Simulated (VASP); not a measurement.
# C (P6/mmm) in VASP: further runs

C is run at these levels: PBE+D3(BJ), PBEsol+D3(BJ); tasks: single point.

Everything below comes from runs of VASP 6.6.1. Logs are shortened: lines on timing, memory, paths and dates and some standing lists are left out, and cuts for length are marked.

## 1. The cell of the first run

The structure is hexagonal, space group P6/mmm (No. 191). The conventional cell has a = 2.465 Å, b = 2.465 Å, c = 3.567 Å, α = 90.00°, β = 90.00°, γ = 120.00°. C (site symmetry -6m2) has 3 C at 1.42 Å within 1.9 Å.

## 2. Single point, PBE+D3(BJ)

Contents of INCAR:

```
ALGO = Normal
EDIFF = 1E-6
ENCUT = 600
GGA = PE
GGA_COMPAT = F
ISIF = 2
ISMEAR = 0
IVDW = 12
LASPH = T
LCHARG = F
LREAL = F
LWAVE = F
NBANDS = 51
NELM = 120
PREC = Accurate
SIGMA = 0.1
```

Contents of KPOINTS:

```
k-points
0
Gamma
  1 1 1
```

Contents of POSCAR:

```
C
1.0
    3.6971072155     -2.1345258462      3.5674262738
    0.0000000001      4.2690516922      3.5674262738
   -3.6971072156     -2.1345258461      3.5674262738
C
18
Direct
    0.2222222222      0.2222222222      0.5555555556
    0.8888888889      0.5555555556      0.5555555556
    0.5555555556      0.2222222222      0.2222222222
    0.8888888889      0.2222222222      0.8888888889
    0.2222222222      0.5555555556      0.2222222222
    0.5555555556      0.8888888889      0.5555555556
    0.8888888889      0.8888888889      0.2222222222
    0.5555555556      0.5555555556      0.8888888889
    0.2222222222      0.8888888889      0.8888888889
    0.4444444444      0.1111111111      0.4444444444
    0.1111111111      0.4444444444      0.4444444444
    0.7777777778      0.1111111111      0.1111111111
    0.1111111111      0.1111111111      0.7777777778
    0.4444444444      0.4444444444      0.1111111111
    0.7777777778      0.7777777778      0.4444444444
    0.1111111111      0.7777777778      0.1111111111
    0.7777777778      0.4444444444      0.7777777778
    0.4444444444      0.7777777778      0.7777777778
```

Potentials or basis: VASP PAW PBE potentials, release 64 (C).

Started as:

```
$ cat potpaw_PBE.64/C/POTCAR > POTCAR
$ mpirun -np 1 vasp_gam > vasp.out
```

OUTCAR:

```text
EDIFF = 1E-6
   ENCUT = 600
   GGA = PE
   ISIF = 2
   ISMEAR = 0
   IVDW = 12
   LASPH = T
   LREAL = F
   NELM = 120
   PREC = Accurate
 IVDW          = 12

 ion  position               nearest neighbor table
   1  0.222  0.222  0.556-  13 1.42  10 1.42  11 1.42
   2  0.889  0.556  0.556-  15 1.42  17 1.42  11 1.42
   3  0.556  0.222  0.222-  12 1.42  14 1.42  10 1.42
   4  0.889  0.222  0.889-  13 1.42  17 1.42  12 1.42
   5  0.222  0.556  0.222-  16 1.42  14 1.42  11 1.42
   6  0.556  0.889  0.556-  15 1.42  18 1.42  10 1.42
   7  0.889  0.889  0.222-  16 1.42  12 1.42  15 1.42
   8  0.556  0.556  0.889-  17 1.42  18 1.42  14 1.42
   9  0.222  0.889  0.889-  18 1.42  13 1.42  16 1.42
  10  0.444  0.111  0.444-   1 1.42   3 1.42   6 1.42
  11  0.111  0.444  0.444-   1 1.42   5 1.42   2 1.42
  12  0.778  0.111  0.111-   3 1.42   7 1.42   4 1.42
  13  0.111  0.111  0.778-   4 1.42   9 1.42   1 1.42
  14  0.444  0.444  0.111-   5 1.42   3 1.42   8 1.42
  15  0.778  0.778  0.444-   7 1.42   6 1.42   2 1.42
  16  0.111  0.778  0.111-   7 1.42   5 1.42   9 1.42
  17  0.778  0.444  0.778-   4 1.42   8 1.42   2 1.42
  18  0.444  0.778  0.778-   9 1.42   8 1.42   6 1.42

  LATTYP: Found a trigonal (rhomboedric) cell.
 ALAT       =     5.5633921819
 COS(alpha) =     0.1167681241

  Lattice vectors:

 A1 = (   3.6971072155,  -2.1345258462,   3.5674262738)
 A2 = (   0.0000000001,   4.2690516922,   3.5674262738)
 A3 = (  -3.6971072156,  -2.1345258461,   3.5674262738)

Analysis of symmetry for initial positions (statically):
=====================================================================
 Subroutine PRICEL returns following result:

  LATTYP: Found a hexagonal cell.
 ALAT       =     2.4647381435
 C/A-ratio  =     1.4473855097

  Lattice vectors:

 A1 = (  -2.4647381435,   0.0000000000,   0.0000000000)
 A2 = (   1.2323690717,  -2.1345258463,  -0.0000000004)
 A3 = (  -0.0000000004,   0.0000000002,   3.5674262742)

   9 primitive cells build up your supercell.

 Routine SETGRP: Setting up the symmetry group for a
 trigonal (rhombohedral) supercell.

 Subroutine GETGRP returns: Found 12 space group operations
 (whereof 12 operations were pure point group operations)
 out of a pool of 12 trial point group operations.

The static configuration has the point symmetry D_3d.

Analysis of symmetry for dynamics (positions and initial velocities):
=====================================================================
 Subroutine PRICEL returns following result:

  LATTYP: Found a hexagonal cell.
 ALAT       =     2.4647381435
 C/A-ratio  =     1.4473855097

  Lattice vectors:

 A1 = (  -2.4647381435,   0.0000000000,   0.0000000000)
 A2 = (   1.2323690717,  -2.1345258463,  -0.0000000004)
 A3 = (  -0.0000000004,   0.0000000002,   3.5674262742)

   9 primitive cells build up your supercell.

 Routine SETGRP: Setting up the symmetry group for a
 trigonal (rhombohedral) supercell.

 Subroutine GETGRP returns: Found 12 space group operations
 (whereof 12 operations were pure point group operations)
 out of a pool of 12 trial point group operations.

The dynamic configuration has the point symmetry D_3d.

 Subroutine INISYM returns: Found 12 space group operations
 (whereof 12 operations are pure point group operations),
 and found     9 'primitive' translations

----------------------------------------------------------------------------------------

                                     Primitive cell

  volume of cell :      18.7684

  direct lattice vectors                    reciprocal lattice vectors
    -2.464738143  0.000000000  0.000000000    -0.405722613 -0.234244060 -0.000000000
     1.232369072 -2.134525846 -0.000000000    -0.000000000 -0.468488120  0.000000000
    -0.000000000  0.000000000  3.567426274     0.000000000 -0.000000000  0.280314132

  length of vectors
     2.464738143  2.464738144  3.567426274     0.468488120  0.468488120  0.280314132

  position of ions in fractional coordinates (direct lattice)
     0.666666667  0.333333333  1.000000000
     0.333333333  0.666666667  1.000000000

  ion indices of the primitive-cell ions
   primitive index   ion index
                 1           1
                 2          13

----------------------------------------------------------------------------------------

 KPOINTS: k-points

Automatic generation of k-mesh.
 Grid dimensions read from file:
 generate k-points for:    1    1    1

 Generating k-lattice:

  Cartesian coordinates                     Fractional coordinates (reciprocal lattice)
     0.135240871 -0.078081353  0.093438044     1.000000000  0.000000000  0.000000000
     0.000000000  0.156162707  0.093438044    -0.000000000  1.000000000 -0.000000000
    -0.135240871 -0.078081353  0.093438044    -0.000000000 -0.000000000  1.000000000

  Length of vectors
     0.181982029  0.181982029  0.181982029

  Shift w.r.t. Gamma in fractional coordinates (k-lattice)
     0.000000000  0.000000000  0.000000000

 Subroutine IBZKPT returns following result:
 ===========================================

 Found      1 irreducible k-points:

 Following reciprocal coordinates:
            Coordinates               Weight
  0.000000  0.000000  0.000000      1.000000
   k-points           NKPTS =      1   k-points in BZ     NKDIM =      1   number of bands    NBANDS=     51
   number of dos      NEDOS =    301   number of ions     NIONS =     18
   total plane-waves  NPLWV = 110592
   dimension x,y,z NGX =    48 NGY =   48 NGZ =   48
   dimension x,y,z NGXF=    96 NGYF=   96 NGZF=   96
   ions per type =              18
   NGX,Y,Z   is equivalent  to a cutoff of  14.34, 14.34, 14.34 a.u.
   NGXF,Y,Z  is equivalent  to a cutoff of  28.69, 28.69, 28.69 a.u.
 SYSTEM =  unknown system
   PREC   = accura    normal or accurate (medium, high low for compatibility)
   ISTART =      0    job   : 0-new  1-cont  2-samecut
   ICHARG =      2    charge: 1-file 2-atom 10-const
   ISPIN  =      1    spin polarized calculation?
   LNONCOLLINEAR =      F non collinear calculations
   LSORBIT =      F    spin-orbit coupling
   LASPH  =      T    aspherical Exc in radial PAW
   ENCUT  =  600.0 eV  44.10 Ry    6.64 a.u.  11.11 11.11 11.11*2*pi/ulx,y,z
   NELM   =    120;   NELMIN=  2; NELMDL= -5     # of ELM steps
   EDIFF  = 0.1E-05   stopping-criterion for ELM
   LREAL  =      F    real-space projection
   EDIFFG = 0.1E-04   stopping-criterion for IOM
   NSW    =      0    number of steps for IOM
   IBRION =     -1    ionic relax: 0-MD 1-quasi-New 2-CG
   NFREE  =      0    steps in history (QN), initial steepest desc. (CG)
   ISIF   =      2    stress and relaxation
   ISYM   =      2    0-nonsym 1-usesym 2-fastsym
   POTIM  = 0.5000    time-step for ionic-motion
   TEBEG  =    0.0;   TEEND  =   0.0 temperature during run
   PSTRESS=    0.0 pullay stress
   NELECT =      72.0000    total number of electrons
   NUPDOWN=      -1.0000    fix difference up-down
   EMIN   =  10.00;   EMAX   =-10.00  energy-range for DOS
   EFERMI =   0.00;   METHOD = LEGACY
   ISMEAR =     0;   SIGMA  =   0.10  broadening in eV -4-tet -1-fermi 0-gaus
   EFERMI_NEDOS =   21; number of points for ismear=-14 and -15
   IALGO  =     38    algorithm
   IMIX   =      4    mixing-type and parameters
     AMIX     =   0.40;   BMIX     =  1.00
     AMIX_MAG =   1.60;   BMIX_MAG =  1.00
  volume/ion in A,a.u.               =       9.38        63.33
  Fermi-wavevector in a.u.,A,eV,Ry     =   1.232052  2.328241 20.652997  1.517952
  Thomas-Fermi vector in A             =   2.366837
   LORBIT       =      0    0 simple, 1 ext, 2 COOP (PROOUT), +10 PAW based schemes
   GGA     = PE    functional components
   LHFCALC =     F    Hartree Fock is set to
   AEXX    =    0.0000 exact exchange contribution
   IVDW    =    12    specifies the selected vdW correction
   LEPSILON=     F    determine dielectric tensor
   LRPA    =     F    only Hartree local field effects (RPA)
 non-spin polarized calculation
 Gauss-broadening in eV      SIGMA  =   0.10
  energy-cutoff  :      600.00
  volume of cell :      168.92
 maximum number of plane-waves:      2825
 NGX is ok and might be reduce to    48

 number of electron      71.9999993 magnetization

 Free energy of the ion-electron system (eV)
  ---------------------------------------------------
  ext. energy  EPLUGINS =         0.00000000
  ---------------------------------------------------
  free energy    TOTEN  =      -161.46012034 eV

  energy without entropy =     -161.23444450  energy(sigma->0) =     -161.34728242

 E-fermi :   4.6638     XC(G=0):  -9.9119

 val. band max:        4.6638409842   @ k =   0.0000   0.0000   0.0000
 cond. band min:       4.6638409843   @ k =   0.0000   0.0000   0.0000
 fundamental gap:      0.0000000001
 Fermi energy:         4.6638409843

 k-point     1 :       0.0000    0.0000    0.0000
  band No.  band energies     occupation
      1     -15.4315      2.00000
      2     -12.7123      2.00000
      3     -12.7123      2.00000
      4     -12.7123      2.00000
      5     -12.7123      2.00000
      6     -12.7123      2.00000
      7     -12.7123      2.00000
      8      -8.4590      2.00000
      9      -8.4590      2.00000
     10      -8.4590      2.00000
     11      -8.4590      2.00000
     12      -6.4128      2.00000
     13      -6.4128      2.00000
     14      -5.4179      2.00000
     15      -5.4179      2.00000
     16      -5.4179      2.00000
     17      -5.4179      2.00000
     18      -5.4179      2.00000
     19      -5.4179      2.00000
     20      -2.6881      2.00000
     21      -1.5752      2.00000
     22      -1.5752      2.00000
     23      -1.5752      2.00000
     24      -1.5752      2.00000
     25      -1.5752      2.00000
     26      -1.5752      2.00000
     27      -0.7690      2.00000
     28      -0.7690      2.00000
     29      -0.7690      2.00000
     30      -0.7690      2.00000
     31      -0.7690      2.00000
     32      -0.7690      2.00000
     33       1.1582      2.00000
     34       1.1582      2.00000
     35       4.6638      1.00000
     36       4.6638      1.00000
     37       4.6638      1.00000
     38       4.6638      1.00000
     39       7.9696      0.00000
     40       8.8663      0.00000
     41       8.8663      0.00000
     42       8.8663      0.00000
     43       8.8663      0.00000
     44       8.8663      0.00000
     45       8.8663      0.00000
     46      11.9466      0.00000
     47      11.9466      0.00000
     48      11.9466      0.00000
 [bands above 48 left out]

------------------------ aborting loop because EDIFF is reached ----------------------------------------

 Edisp (eV)   -2.61347

 E8    (eV) :    -0.7344

  FORCE on cell =-STRESS in cart. coord.  units (eV):
  Direction    XX          YY          ZZ          XY          YZ          ZX
  --------------------------------------------------------------------------------------
  -------------------------------------------------------------------------------------
  Total       4.41079     4.41079    -2.09048     0.00000     0.00000    -0.00000
  in kB      41.83666    41.83666   -19.82838     0.00000     0.00000    -0.00000
  external pressure =       21.28 kB  Pullay stress =        0.00 kB

 VOLUME and BASIS-vectors are now :
 -----------------------------------------------------------------------------
  energy-cutoff  :      600.00
  volume of cell :      168.92
      direct lattice vectors                 reciprocal lattice vectors
     3.697107215 -2.134525846  3.567426274     0.135240871 -0.078081353  0.093438044
     0.000000000  4.269051692  3.567426274     0.000000000  0.156162707  0.093438044
    -3.697107216 -2.134525846  3.567426274    -0.135240871 -0.078081353  0.093438044

 POSITION                                       TOTAL-FORCE (eV/Angst)
 -----------------------------------------------------------------------------------
     -1.23237     -0.71151      3.56743         0.000000     -0.000000      0.026787
      1.23237     -0.71151      7.13485         0.000000     -0.000000      0.026787
      1.23237     -0.71151      3.56743         0.000000     -0.000000      0.026787
     -0.00000     -2.84603      7.13485         0.000000     -0.000000      0.026787
      0.00000      1.42302      3.56743         0.000000     -0.000000      0.026787
      0.00000      1.42302      7.13485         0.000000     -0.000000      0.026787
      2.46474      1.42302      7.13485         0.000000     -0.000000      0.026787
     -1.23237     -0.71151      7.13485         0.000000     -0.000000      0.026787
     -2.46474      1.42302      7.13485         0.000000     -0.000000      0.026787
     -0.00000     -1.42302      3.56743        -0.000000      0.000000     -0.026787
     -1.23237      0.71151      3.56743        -0.000000      0.000000     -0.026787
      2.46474     -1.42302      3.56743        -0.000000      0.000000     -0.026787
     -2.46474     -1.42302      3.56743        -0.000000      0.000000     -0.026787
      1.23237      0.71151      3.56743        -0.000000      0.000000     -0.026787
      1.23237      0.71151      7.13485        -0.000000      0.000000     -0.026787
      0.00000      2.84603      3.56743        -0.000000      0.000000     -0.026787
     -0.00000     -1.42302      7.13485        -0.000000      0.000000     -0.026787
     -1.23237      0.71151      7.13485        -0.000000      0.000000     -0.026787
 -----------------------------------------------------------------------------------
    total drift:                               -0.000000     -0.000000     -0.000000

  FREE ENERGIE OF THE ION-ELECTRON SYSTEM (eV)
  ---------------------------------------------------
  free  energy   TOTEN  =      -164.0735938980 eV

  energy  without entropy=     -163.8479180646  energy(sigma->0) =     -163.96075598
```

Run time: 20 s. Hardware: 1 thread of Intel Xeon Platinum 8259CL at 2.50GHz (Skylake/Cascade Lake), shared host; peak memory 0.29 GiB.

What came out:

| Property | Result |
| --- | --- |
| Free energy | -164.0736 eV |
| Pressure | 2.1 GPa |
| Largest force | 0.027 eV/Å |
| Band gap on the k mesh | zero (filled and empty bands touch) |
| Dispersion energy per atom | -0.145 eV |

Forces in eV/Å, atoms in the order of the input:
```
C    0.000  0.000  0.027
C    0.000  0.000  0.027
C    0.000  0.000  0.027
C    0.000  0.000  0.027
C    0.000  0.000  0.027
C    0.000  0.000  0.027
C    0.000  0.000  0.027
C    0.000  0.000  0.027
C    0.000  0.000  0.027
C    0.000  0.000 -0.027
C    0.000  0.000 -0.027
C    0.000  0.000 -0.027
C    0.000  0.000 -0.027
C    0.000  0.000 -0.027
C    0.000  0.000 -0.027
C    0.000  0.000 -0.027
C    0.000  0.000 -0.027
C    0.000  0.000 -0.027
```

Caveat: the k points lie up to 1.14 Å⁻¹ apart; pairwise dispersion overbinds metals, which lowers pressure and volume.

## 3. Single point, PBEsol+D3(BJ)

This run uses another cell than the first one: it holds 2 atoms, not 18.

Contents of INCAR:

```
SYSTEM = C
ALGO = Normal
EDIFF = 1E-6
ENCUT = 600
GGA = PS
GGA_COMPAT = .FALSE.
ISIF = 2
ISMEAR = 0
IVDW = 12
LASPH = .TRUE.
LCHARG = .FALSE.
LREAL = .FALSE.
LWAVE = .FALSE.
NBANDS = 11
NELM = 120
PREC = Accurate
SIGMA = 0.1
```

Contents of KPOINTS:

```
k-points
0
G
  18 18 6
  0 0 0
```

Contents of POSCAR:

```
C
1.0
    2.4578694541      0.0000000000      0.0000000000
   -1.2289347271      2.1285773864      0.0000000000
    0.0000000000      0.0000000000      3.5251840334
C
2
Direct
    0.3333333333      0.6666666667      0.0000000000
    0.6666666667      0.3333333333      0.0000000000
```

Potentials or basis: VASP PAW PBE potentials, release 64 (C).

Started as:

```
$ cat potpaw_PBE.64/C/POTCAR > POTCAR
$ mpirun -np 1 vasp_std > vasp.out
```

It took 21 s on 1 thread of Intel Xeon Platinum 8259CL at 2.50GHz (Skylake/Cascade Lake), shared host; peak memory 0.15 GiB.

The run converged. Its results:

| Property | Result |
| --- | --- |
| Free energy | -19.4889 eV |
| Pressure | 0.2 GPa |
| Band gap on the k mesh | zero (band 4 reaches 4.78 eV, above the bottom of band 5 at 3.76 eV) |
| Dispersion energy per atom | -0.105 eV |

Stress tensor (GPa, compression positive):
```
 0.51  0.00  0.00
 0.00  0.51  0.00
 0.00  0.00 -0.35
```

Levels at points of the mesh, in eV from the Fermi level:
```tsv
k point	band 1	band 2	band 3	band 4	band 5	band 6	band 7	band 8
(0.00, 0.00, 0.00)	-19.65	-6.89	-2.99	-2.99	3.67	8.33	8.33	11.73
(0.50, 0.00, 0.00)	-14.30	-13.34	-6.42	-1.81	2.41	7.32	10.83	11.04
(0.00, 0.00, 0.50)	-19.44	-8.45	-2.97	-2.97	8.40	8.40	9.22	11.44
(0.50, 0.00, 0.50)	-14.15	-13.22	-6.39	-2.91	0.98	7.60	13.01	16.27
```

Caveat: the PAW data sets were made with another functional, which shifts forces and pressure a little.
